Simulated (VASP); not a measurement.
# Zn (Im-3m) in VASP: notebook, part 2 of 2

VASP 6.6.1. Earlier steps stand in the parts before.

## 3. Single point, PBE (volume scaled by 0.85)

INCAR

```
PREC     = Accurate       # precision mode
ENCUT    = 520            # plane-wave cutoff, eV
EDIFF    = 1E-7           # SCF threshold, eV
ISMEAR   = -1             # smearing method
SIGMA    = 0.1            # smearing width, eV
LREAL    = F              # projectors in reciprocal space
LASPH    = T              # aspherical terms in the spheres
NELM     = 100            # most SCF steps
ALGO     = Normal         # electronic algorithm
ISIF     = 2              # what is computed and relaxed
LWAVE    = F              # write WAVECAR
LCHARG   = F              # write CHGCAR
GGA      = PE             # functional
NBANDS   = 12             # bands
```

KPOINTS

```
regular mesh
0
Gamma
  19 19 19
```

POSCAR

```
Zn
1.0
   -1.4847707124      1.4847707124      1.4847707124
    1.4847707124     -1.4847707124      1.4847707124
    1.4847707124      1.4847707124     -1.4847707124
Zn
1
Direct
    0.0000000000      0.0000000000      0.0000000000
```

Potentials or basis: VASP PAW PBE potentials, release 64 (Zn).

The run is started by

```console
$ cat potpaw_PBE.64/Zn/POTCAR > POTCAR
$ mpirun -np 1 vasp_std > vasp.out
```

OUTCAR:

```text
PREC = Accurate
   ENCUT = 520
   EDIFF = 1E-7
   ISMEAR = -1
   LREAL = F
   LASPH = T
   NELM = 100
   ISIF = 2
   GGA = PE

 ion  position               nearest neighbor table
   1  0.000  0.000  0.000-

  LATTYP: Found a body centered cubic cell.
 ALAT       =     2.9695414248

  Lattice vectors:

 A1 = (  -1.4847707124,   1.4847707124,   1.4847707124)
 A2 = (   1.4847707124,  -1.4847707124,   1.4847707124)
 A3 = (   1.4847707124,   1.4847707124,  -1.4847707124)

Analysis of symmetry for initial positions (statically):
=====================================================================
 Subroutine PRICEL returns:
 Original cell was already a primitive cell.

 Routine SETGRP: Setting up the symmetry group for a
 body centered cubic supercell.

 Subroutine GETGRP returns: Found 48 space group operations
 (whereof 48 operations were pure point group operations)
 out of a pool of 48 trial point group operations.

The static configuration has the point symmetry O_h .

Analysis of symmetry for dynamics (positions and initial velocities):
=====================================================================
 Subroutine PRICEL returns:
 Original cell was already a primitive cell.

 Routine SETGRP: Setting up the symmetry group for a
 body centered cubic supercell.

 Subroutine GETGRP returns: Found 48 space group operations
 (whereof 48 operations were pure point group operations)
 out of a pool of 48 trial point group operations.

The dynamic configuration has the point symmetry O_h .

 Subroutine INISYM returns: Found 48 space group operations
 (whereof 48 operations are pure point group operations),
 and found     1 'primitive' translations

----------------------------------------------------------------------------------------

                                     Primitive cell

  volume of cell :      13.0930

  direct lattice vectors                    reciprocal lattice vectors
    -1.484770712  1.484770712  1.484770712     0.000000000  0.336752332  0.336752332
     1.484770712 -1.484770712  1.484770712     0.336752332  0.000000000  0.336752332
     1.484770712  1.484770712 -1.484770712     0.336752332  0.336752332  0.000000000

  length of vectors
     2.571698311  2.571698311  2.571698311     0.476239715  0.476239715  0.476239715

  position of ions in fractional coordinates (direct lattice)
     0.000000000  0.000000000  0.000000000

  ion indices of the primitive-cell ions
   primitive index   ion index
                 1           1

----------------------------------------------------------------------------------------

 KPOINTS: regular mesh

Automatic generation of k-mesh.
 Grid dimensions read from file:
 generate k-points for:   19   19   19

 Generating k-lattice:

  Cartesian coordinates                     Fractional coordinates (reciprocal lattice)
     0.000000000  0.017723807  0.017723807     0.052631579  0.000000000  0.000000000
     0.017723807  0.000000000  0.017723807     0.000000000  0.052631579  0.000000000
     0.017723807  0.017723807  0.000000000     0.000000000  0.000000000  0.052631579

  Length of vectors
     0.025065248  0.025065248  0.025065248

  Shift w.r.t. Gamma in fractional coordinates (k-lattice)
     0.000000000  0.000000000  0.000000000

 Subroutine IBZKPT returns following result:
 ===========================================

 Found    220 irreducible k-points:

 Following reciprocal coordinates:
            Coordinates               Weight
  0.000000  0.000000  0.000000      1.000000
  0.052632  0.000000  0.000000     12.000000
  0.105263  0.000000  0.000000     12.000000
  0.157895  0.000000  0.000000     12.000000
  0.210526  0.000000  0.000000     12.000000
  0.263158  0.000000  0.000000     12.000000
[... 16 lines left out ...]
  0.263158  0.105263  0.000000     48.000000
  0.315789  0.105263 -0.000000     48.000000
 [... further k-points ...]
   k-points           NKPTS =    220   k-points in BZ     NKDIM =    220   number of bands    NBANDS=     12
   number of dos      NEDOS =    301   number of ions     NIONS =      1
   total plane-waves  NPLWV =   8000
   dimension x,y,z NGX =    20 NGY =   20 NGZ =   20
   dimension x,y,z NGXF=    40 NGYF=   40 NGZF=   40
   ions per type =               1
   NGX,Y,Z   is equivalent  to a cutoff of  12.93, 12.93, 12.93 a.u.
   NGXF,Y,Z  is equivalent  to a cutoff of  25.86, 25.86, 25.86 a.u.
 SYSTEM =  unknown system
   PREC   = accura    normal or accurate (medium, high low for compatibility)
   ISTART =      0    job   : 0-new  1-cont  2-samecut
   ICHARG =      2    charge: 1-file 2-atom 10-const
   ISPIN  =      1    spin polarized calculation?
   LNONCOLLINEAR =      F non collinear calculations
   LSORBIT =      F    spin-orbit coupling
   LASPH  =      T    aspherical Exc in radial PAW
   ENCUT  =  520.0 eV  38.22 Ry    6.18 a.u.   4.78  4.78  4.78*2*pi/ulx,y,z
   NELM   =    100;   NELMIN=  2; NELMDL= -5     # of ELM steps
   EDIFF  = 0.1E-06   stopping-criterion for ELM
   LREAL  =      F    real-space projection
   EDIFFG = 0.1E-05   stopping-criterion for IOM
   NSW    =      0    number of steps for IOM
   IBRION =     -1    ionic relax: 0-MD 1-quasi-New 2-CG
   NFREE  =      0    steps in history (QN), initial steepest desc. (CG)
   ISIF   =      2    stress and relaxation
   ISYM   =      2    0-nonsym 1-usesym 2-fastsym
   POTIM  = 0.5000    time-step for ionic-motion
   TEBEG  =    0.0;   TEEND  =   0.0 temperature during run
   PSTRESS=    0.0 pullay stress
   NELECT =      12.0000    total number of electrons
   NUPDOWN=      -1.0000    fix difference up-down
   EMIN   =  10.00;   EMAX   =-10.00  energy-range for DOS
   EFERMI =   0.00;   METHOD = LEGACY
   ISMEAR =    -1;   SIGMA  =   0.10  broadening in eV -4-tet -1-fermi 0-gaus
   EFERMI_NEDOS =   21; number of points for ismear=-14 and -15
   IALGO  =     38    algorithm
   IMIX   =      4    mixing-type and parameters
     AMIX     =   0.40;   BMIX     =  1.00
     AMIX_MAG =   1.60;   BMIX_MAG =  1.00
  volume/ion in A,a.u.               =      13.09        88.36
  Fermi-wavevector in a.u.,A,eV,Ry     =   1.590215  3.005071 34.406193  2.528784
  Thomas-Fermi vector in A             =   2.688944
   LORBIT       =      0    0 simple, 1 ext, 2 COOP (PROOUT), +10 PAW based schemes
   GGA     = PE    functional components
   LHFCALC =     F    Hartree Fock is set to
   AEXX    =    0.0000 exact exchange contribution
   IVDW    =     0    specifies the selected vdW correction
   LEPSILON=     F    determine dielectric tensor
   LRPA    =     F    only Hartree local field effects (RPA)
 non-spin polarized calculation
  energy-cutoff  :      520.00
  volume of cell :       13.09
 maximum number of plane-waves:       370
   NGX =  9   NGY =  9   NGZ =  9

 number of electron      12.0000016 magnetization

 Free energy of the ion-electron system (eV)
  ---------------------------------------------------
  ext. energy  EPLUGINS =         0.00000000
  ---------------------------------------------------
  free energy    TOTEN  =        -0.92608850 eV

  energy without entropy =       -0.91533388  energy(sigma->0) =       -0.92071119

 E-fermi :   4.5799     XC(G=0): -12.3735

 val. band max:        4.5719738483   @ k =  -0.4211   0.4737   0.3158
 cond. band min:       4.5800373109   @ k =   0.3684   0.1053   0.1053
 fundamental gap:      0.0080634625
 Fermi energy:         4.5799197248

 k-point     1 :       0.0000    0.0000    0.0000
  band No.  band energies     occupation
      1      -7.3827      2.00000
      2      -3.9050      2.00000
      3      -3.9050      2.00000
      4      -3.9050      2.00000
      5      -3.2417      2.00000
      6      -3.2417      2.00000
      7      26.2817      0.00000
      8      26.2817      0.00000
      9      26.2818      0.00000
     10      26.5733      0.00000
     11      26.5733      0.00000
     12      26.5733      0.00000

 k-point     2 :       0.0526    0.0000    0.0000
  band No.  band energies     occupation
      1      -7.2843      2.00000
      2      -3.9164      2.00000
      3      -3.9031      2.00000
      4      -3.8777      2.00000
      5      -3.2527      2.00000
      6      -3.2409      2.00000
      7      24.2659      0.00000
      8      25.3441      0.00000
      9      25.4841      0.00000
     10      25.9608      0.00000
     11      26.1522      0.00000
     12      26.5893      0.00000
[... 316 lines left out ...]
 k-point    24 :       0.3158    0.1053   -0.0000
  band No.  band energies     occupation
      1      -4.6986      2.00000
      2      -4.2273      2.00000
      3      -3.3926      2.00000
      4      -3.3038      2.00000
      5      -3.1131      2.00000
      6      -1.3981      2.00000
      7       8.0914      0.00000
      8      14.9538      0.00000
      9      18.0565      0.00000
     10      23.2504      0.00000
     11      26.4169      0.00000
     12      29.8199      0.00000

 [... further k-points ...]
[... 5 lines left out ...]
  --------------------------------------------------------------------------------------
  -------------------------------------------------------------------------------------
  Total        1.3564852      1.3564852      1.3564852      0.0000000      0.0000000      0.0000000
  in kB      165.9921253    165.9921253    165.9921253      0.0000000      0.0000000      0.0000000
  external PRESSURE =     165.9921253 kB  Pullay stress =       0.0000000 kB

 VOLUME and BASIS-vectors are now :
 -----------------------------------------------------------------------------
  energy-cutoff  :      520.00
  volume of cell :       13.09
      direct lattice vectors                 reciprocal lattice vectors
    -1.484770712  1.484770712  1.484770712     0.000000000  0.336752332  0.336752332
     1.484770712 -1.484770712  1.484770712     0.336752332  0.000000000  0.336752332
     1.484770712  1.484770712 -1.484770712     0.336752332  0.336752332  0.000000000

 POSITION                                       TOTAL-FORCE (eV/Angst)
 -----------------------------------------------------------------------------------
      0.00000      0.00000      0.00000        -0.000000     -0.000000      0.000000
 -----------------------------------------------------------------------------------
    total drift:                                0.000000     -0.000000      0.000000

  FREE ENERGIE OF THE ION-ELECTRON SYSTEM (eV)
  ---------------------------------------------------
  free  energy   TOTEN  =        -0.9260884995 eV

  energy  without entropy=       -0.9153338800  energy(sigma->0) =       -0.92071119
```

Run time: 23 s. Hardware: 1 thread of Intel Xeon 6975P-C, shared host; peak memory 0.15 GiB.

What came out:

| Item | Value |
| --- | --- |
| Free energy | -0.9261 eV |
| Pressure | 16.6 GPa |
| Band gap on the k mesh | zero (band 6 reaches 8.40 eV, above the bottom of band 7 at 3.76 eV) |

Levels at points of the mesh, in eV from the Fermi level:
| k point | band 4 | band 5 | band 6 | band 7 | band 8 | band 9 |
| --- | --- | --- | --- | --- | --- | --- |
| (0.00, 0.00, 0.00) | -8.48 | -7.82 | -7.82 | 21.70 | 21.70 | 21.70 |

## 4. Single point, PBE (volume scaled by 0.85)

INCAR

```
SYSTEM = Zn
PREC = Accurate
ENCUT = 520
EDIFF = 1E-6
ISMEAR = -1
SIGMA = 0.1
LREAL = .FALSE.
LASPH = .TRUE.
NELM = 60
ALGO = Normal
ISIF = 2
LWAVE = .FALSE.
LCHARG = .FALSE.
GGA = PE
NBANDS = 12
```

KPOINTS

```
regular mesh
0
G
  19 19 19
  0 0 0
```

POSCAR is that of step 3.

The run is started by

```console
$ cat potpaw_PBE.64/Zn/POTCAR > POTCAR
$ mpirun -np 1 vasp_std > vasp.out
```

It took 21 s on 1 thread of Intel Xeon 6975P-C, shared host; peak memory 0.15 GiB.

It converged, with:

| Quantity | Value |
| --- | --- |
| Free energy | -0.9261 eV |
| Pressure | 16.7 GPa |
| Band gap on the k mesh | zero (band 6 reaches 8.40 eV, above the bottom of band 7 at 3.76 eV) |

Levels at points of the mesh, in eV from the Fermi level:
| k point | band 4 | band 5 | band 6 | band 7 | band 8 | band 9 |
| --- | --- | --- | --- | --- | --- | --- |
| (0.00, 0.00, 0.00) | -8.49 | -7.82 | -7.82 | 21.70 | 21.70 | 21.70 |
